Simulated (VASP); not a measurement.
# CuI (Cmcm) in VASP: a series of runs, part 2 of 2

VASP 6.6.1. Earlier steps stand in the parts before.

### 3 Single point, PBE (volume scaled by 0.96)

The input, INCAR:

```
ALGO = Normal ; EDIFF = 1E-7
ENCUT = 520 ; GGA = PE
ISIF = 2 ; ISMEAR = -1
LASPH = T ; LCHARG = T
LELF = T ; LREAL = F
LVHAR = T ; LWAVE = F
NBANDS = 26 ; NELM = 100
PREC = Accurate ; SIGMA = 0.02
```

The input, KPOINTS:

```
k-points
0
Gamma
  5 5 6
```

The input, POSCAR:

```
CuI
1.0
    3.6827131944     -3.6609304058      0.0000000000
    3.6827131944      3.6609304058      0.0000000000
    0.0000000000      0.0000000000      4.2487878631
Cu I
2 2
Direct
    0.4204388300      0.5795611700      0.7500000000
    0.5795611700      0.4204388300      0.2500000000
    0.7700426800      0.2299573200      0.7500000000
    0.2299573200      0.7700426800      0.2500000000
```

Potentials or basis: VASP PAW PBE potentials, release 64 (Cu, I).

The run is started by

```sh
$ cat potpaw_PBE.64/Cu/POTCAR potpaw_PBE.64/I/POTCAR > POTCAR
$ mpirun -np 1 vasp_std > vasp.out
```

OUTCAR:

```text
EDIFF = 1E-7
   ENCUT = 520
   GGA = PE
   ISIF = 2
   ISMEAR = -1
   LASPH = T
   LREAL = F
   NELM = 100
   PREC = Accurate

 ion  position               nearest neighbor table
   1  0.420  0.580  0.750-   2 2.42   2 2.42   4 2.54   4 2.54   3 2.56
   2  0.580  0.420  0.250-   1 2.42   1 2.42   3 2.54   3 2.54   4 2.56
   3  0.770  0.230  0.750-   2 2.54   2 2.54   1 2.56
   4  0.230  0.770  0.250-   1 2.54   1 2.54   2 2.56

  LATTYP: Found a base centered orthorhombic cell.
 ALAT       =     7.3218608116
 B/A-ratio  =     1.0059500690
 C/A-ratio  =     0.5802879859

  Lattice vectors:

 A1 = (  -3.6827131944,  -3.6609304058,   0.0000000000)
 A2 = (   3.6827131944,  -3.6609304058,   0.0000000000)
 A3 = (   0.0000000000,   0.0000000000,   4.2487878631)

Analysis of symmetry for initial positions (statically):
=====================================================================
 Subroutine PRICEL returns:
 Original cell was already a primitive cell.

 Routine SETGRP: Setting up the symmetry group for a
 base centered orthorhombic supercell.

 Subroutine GETGRP returns: Found  8 space group operations
 (whereof  4 operations were pure point group operations)
 out of a pool of  8 trial point group operations.

The static configuration has the point symmetry C_2h.
 The point group associated with its full space group is D_2h.

Analysis of symmetry for dynamics (positions and initial velocities):
=====================================================================
 Subroutine PRICEL returns:
 Original cell was already a primitive cell.

 Routine SETGRP: Setting up the symmetry group for a
 base centered orthorhombic supercell.

 Subroutine GETGRP returns: Found  8 space group operations
 (whereof  4 operations were pure point group operations)
 out of a pool of  8 trial point group operations.

The dynamic configuration has the point symmetry C_2h.
 The point group associated with its full space group is D_2h.

 Subroutine INISYM returns: Found  8 space group operations
 (whereof  4 operations are pure point group operations),
 and found     1 'primitive' translations

----------------------------------------------------------------------------------------

                                     Primitive cell

  volume of cell :     114.5656

  direct lattice vectors                    reciprocal lattice vectors
     3.682713194 -3.660930406  0.000000000     0.135769465 -0.136577303  0.000000000
     3.682713194  3.660930406  0.000000000     0.135769465  0.136577303  0.000000000
     0.000000000  0.000000000  4.248787863     0.000000000  0.000000000  0.235361245

  length of vectors
     5.192763032  5.192763032  4.248787863     0.192579093  0.192579093  0.235361245

  position of ions in fractional coordinates (direct lattice)
     0.420438830  0.579561170  0.750000000
     0.579561170  0.420438830  0.250000000
     0.770042680  0.229957320  0.750000000
     0.229957320  0.770042680  0.250000000

  ion indices of the primitive-cell ions
   primitive index   ion index
                 1           1
                 2           2
                 3           3
                 4           4

----------------------------------------------------------------------------------------

 KPOINTS: k-points

Automatic generation of k-mesh.
 Grid dimensions read from file:
 generate k-points for:    5    5    6

 Generating k-lattice:

  Cartesian coordinates                     Fractional coordinates (reciprocal lattice)
     0.027153893 -0.027315461  0.000000000     0.200000000  0.000000000  0.000000000
     0.027153893  0.027315461  0.000000000     0.000000000  0.200000000  0.000000000
     0.000000000  0.000000000  0.039226874     0.000000000  0.000000000  0.166666667

  Length of vectors
     0.038515819  0.038515819  0.039226874

  Shift w.r.t. Gamma in fractional coordinates (k-lattice)
     0.000000000  0.000000000  0.000000000

 Subroutine IBZKPT returns following result:
 ===========================================

 Found     36 irreducible k-points:

 Following reciprocal coordinates:
            Coordinates               Weight
  0.000000  0.000000  0.000000      1.000000
  0.200000  0.000000  0.000000      4.000000
  0.400000  0.000000  0.000000      4.000000
  0.200000  0.200000  0.000000      2.000000
  0.400000  0.200000  0.000000      4.000000
 -0.400000  0.200000  0.000000      4.000000
[... 16 lines left out ...]
  0.400000  0.200000  0.333333      8.000000
 -0.400000  0.200000  0.333333      8.000000
 [... further k-points ...]
   k-points           NKPTS =     36   k-points in BZ     NKDIM =     36   number of bands    NBANDS=     26
   number of dos      NEDOS =    301   number of ions     NIONS =      4
   total plane-waves  NPLWV =  51200
   dimension x,y,z NGX =    40 NGY =   40 NGZ =   32
   dimension x,y,z NGXF=    80 NGYF=   80 NGZF=   64
   ions per type =               2   2
   NGX,Y,Z   is equivalent  to a cutoff of  12.81, 12.81, 12.52 a.u.
   NGXF,Y,Z  is equivalent  to a cutoff of  25.61, 25.61, 25.04 a.u.
 SYSTEM =  unknown system
   PREC   = accura    normal or accurate (medium, high low for compatibility)
   ISTART =      0    job   : 0-new  1-cont  2-samecut
   ICHARG =      2    charge: 1-file 2-atom 10-const
   ISPIN  =      1    spin polarized calculation?
   LNONCOLLINEAR =      F non collinear calculations
   LSORBIT =      F    spin-orbit coupling
   LASPH  =      T    aspherical Exc in radial PAW
   ENCUT  =  520.0 eV  38.22 Ry    6.18 a.u.   9.66  9.66  7.90*2*pi/ulx,y,z
   NELM   =    100;   NELMIN=  2; NELMDL= -5     # of ELM steps
   EDIFF  = 0.1E-06   stopping-criterion for ELM
   LREAL  =      F    real-space projection
   EDIFFG = 0.1E-05   stopping-criterion for IOM
   NSW    =      0    number of steps for IOM
   IBRION =     -1    ionic relax: 0-MD 1-quasi-New 2-CG
   NFREE  =      0    steps in history (QN), initial steepest desc. (CG)
   ISIF   =      2    stress and relaxation
   ISYM   =      2    0-nonsym 1-usesym 2-fastsym
   POTIM  = 0.5000    time-step for ionic-motion
   TEBEG  =    0.0;   TEEND  =   0.0 temperature during run
   PSTRESS=    0.0 pullay stress
   NELECT =      36.0000    total number of electrons
   NUPDOWN=      -1.0000    fix difference up-down
   EMIN   =  10.00;   EMAX   =-10.00  energy-range for DOS
   EFERMI =   0.00;   METHOD = LEGACY
   ISMEAR =    -1;   SIGMA  =   0.02  broadening in eV -4-tet -1-fermi 0-gaus
   EFERMI_NEDOS =   21; number of points for ismear=-14 and -15
   IALGO  =     38    algorithm
   IMIX   =      4    mixing-type and parameters
     AMIX     =   0.40;   BMIX     =  1.00
     AMIX_MAG =   1.60;   BMIX_MAG =  1.00
  volume/ion in A,a.u.               =      28.64       193.28
  Fermi-wavevector in a.u.,A,eV,Ry     =   1.112989  2.103244 16.854141  1.238744
  Thomas-Fermi vector in A             =   2.249569
   LORBIT       =      0    0 simple, 1 ext, 2 COOP (PROOUT), +10 PAW based schemes
   GGA     = PE    functional components
   LHFCALC =     F    Hartree Fock is set to
   AEXX    =    0.0000 exact exchange contribution
   IVDW    =     0    specifies the selected vdW correction
   LEPSILON=     F    determine dielectric tensor
   LRPA    =     F    only Hartree local field effects (RPA)
 non-spin polarized calculation
  energy-cutoff  :      520.00
  volume of cell :      114.57
 maximum number of plane-waves:      3112
   NGX = 19   NGY = 19   NGZ = 15

 number of electron      36.0000017 magnetization

 Free energy of the ion-electron system (eV)
  ---------------------------------------------------
  ext. energy  EPLUGINS =         0.00000000
  ---------------------------------------------------
  free energy    TOTEN  =       -10.85505139 eV

  energy without entropy =      -10.85505139  energy(sigma->0) =      -10.85505139

 E-fermi :   4.7467     XC(G=0):  -8.7749

 val. band max:        4.3051958748   @ k =   0.0000   0.0000   0.0000
 cond. band min:       5.3857538353   @ k =   0.0000   0.0000   0.0000
 fundamental gap:      1.0805579605
 Fermi energy:         4.7467187628

 k-point     1 :       0.0000    0.0000    0.0000
  band No.  band energies     occupation
      1      -9.7855      2.00000
      2      -8.9586      2.00000
      3      -1.4855      2.00000
      4      -0.1495      2.00000
      5       0.0748      2.00000
      6       0.1242      2.00000
[... 685 lines left out ...]
     25      11.8478      0.00000
     26      12.4062      0.00000

 [... further k-points ...]

------------------------ aborting loop because EDIFF is reached ----------------------------------------

  FORCE on cell =-STRESS in cart. coord.  units (eV):
  Direction    XX          YY          ZZ          XY          YZ          ZX
  --------------------------------------------------------------------------------------
  -------------------------------------------------------------------------------------
  Total        0.9049919      2.9690350      3.2489411      0.0000000      0.0000000      0.0000000
  in kB       12.6561275     41.5213524     45.4357824      0.0000000      0.0000000      0.0000000
  external PRESSURE =      33.2044207 kB  Pullay stress =       0.0000000 kB

 VOLUME and BASIS-vectors are now :
 -----------------------------------------------------------------------------
  energy-cutoff  :      520.00
  volume of cell :      114.57
      direct lattice vectors                 reciprocal lattice vectors
     3.682713194 -3.660930406  0.000000000     0.135769465 -0.136577303  0.000000000
     3.682713194  3.660930406  0.000000000     0.135769465  0.136577303  0.000000000
     0.000000000  0.000000000  4.248787863     0.000000000  0.000000000  0.235361245

 POSITION                                       TOTAL-FORCE (eV/Angst)
 -----------------------------------------------------------------------------------
      3.68271      0.58254      3.18659         0.000000      0.211895     -0.000000
      3.68271     -0.58254      1.06220         0.000000     -0.211895     -0.000000
      3.68271     -1.97721      3.18659         0.000000     -0.511942     -0.000000
      3.68271      1.97721      1.06220         0.000000      0.511942      0.000000
 -----------------------------------------------------------------------------------
    total drift:                               -0.000000     -0.000000      0.000000

  FREE ENERGIE OF THE ION-ELECTRON SYSTEM (eV)
  ---------------------------------------------------
  free  energy   TOTEN  =       -10.8550513919 eV

  energy  without entropy=      -10.8550513919  energy(sigma->0) =      -10.85505139
```

OSZICAR:

```text
N       E                     dE             d eps       ncg     rms          rms(c)
DAV:   1     0.272557499184E+03    0.27256E+03   -0.14943E+04  1872   0.148E+03
DAV:   2     0.154267490859E+02   -0.25713E+03   -0.24416E+03  1876   0.307E+02
DAV:   3    -0.102325422676E+02   -0.25659E+02   -0.25069E+02  2496   0.119E+02
DAV:   4    -0.115421709486E+02   -0.13096E+01   -0.13061E+01  2544   0.242E+01
DAV:   5    -0.115882205945E+02   -0.46050E-01   -0.46044E-01  2948   0.447E+00    0.968E+00
DAV:   6    -0.113144735885E+02    0.27375E+00   -0.10588E+01  2322   0.752E+01    0.622E+00
DAV:   7    -0.108527085806E+02    0.46177E+00   -0.24949E+00  2310   0.469E+01    0.324E+00
DAV:   8    -0.108697637646E+02   -0.17055E-01   -0.27944E-01  2916   0.760E+00    0.104E+00
DAV:   9    -0.108543944738E+02    0.15369E-01   -0.84483E-02  2500   0.754E+00    0.386E-01
DAV:  10    -0.108551823154E+02   -0.78784E-03   -0.59167E-03  2908   0.106E+00    0.259E-01
DAV:  11    -0.108550217145E+02    0.16060E-03   -0.15424E-03  2534   0.100E+00    0.127E-01
DAV:  12    -0.108550464769E+02   -0.24762E-04   -0.26503E-04  2842   0.167E-01    0.231E-02
DAV:  13    -0.108550495207E+02   -0.30438E-05   -0.17534E-05  2994   0.899E-02    0.139E-02
DAV:  14    -0.108550517021E+02   -0.21814E-05   -0.77535E-06  2592   0.214E-02    0.120E-02
DAV:  15    -0.108550514035E+02    0.29858E-06   -0.13128E-06  2982   0.276E-02    0.650E-03
DAV:  16    -0.108550513919E+02    0.11537E-07   -0.52573E-07  2406   0.118E-02
   1 F= -.10855051E+02 E0= -.10855051E+02  d E =-.164796E-11
```

Wall time 2.1 min (1 thread of Oxide Virtual Turin-like, shared host); peak memory 0.23 GiB.

Results:

| Item | Value |
| --- | --- |
| Free energy | -10.8551 eV |
| Pressure | 3.3 GPa |
| Largest force | 0.512 eV/Å |
| Band gap on the k mesh | 1.08 eV, direct |

Forces on the atoms (eV/Å):
```
Cu   0.000  0.212  0.000
Cu   0.000 -0.212  0.000
I    0.000 -0.512  0.000
I    0.000  0.512  0.000
```

Stress tensor (GPa, compression positive):
```
1.27 0.00 0.00
0.00 4.15 0.00
0.00 0.00 4.54
```

Levels at points of the mesh, in eV from the valence-band top:
| k point | band 16 | band 17 | band 18 | band 19 | band 20 | band 21 |
| --- | --- | --- | --- | --- | --- | --- |
| (0.00, 0.00, 0.00) | -1.61 | -0.99 | 0.00 | 1.08 | 1.56 | 2.42 |
| (0.00, 0.00, 0.50) | -1.96 | -1.71 | -1.71 | 3.70 | 3.70 | 3.80 |

Caveat: spin-orbit coupling is left out, which moves the levels of the heavy elements.
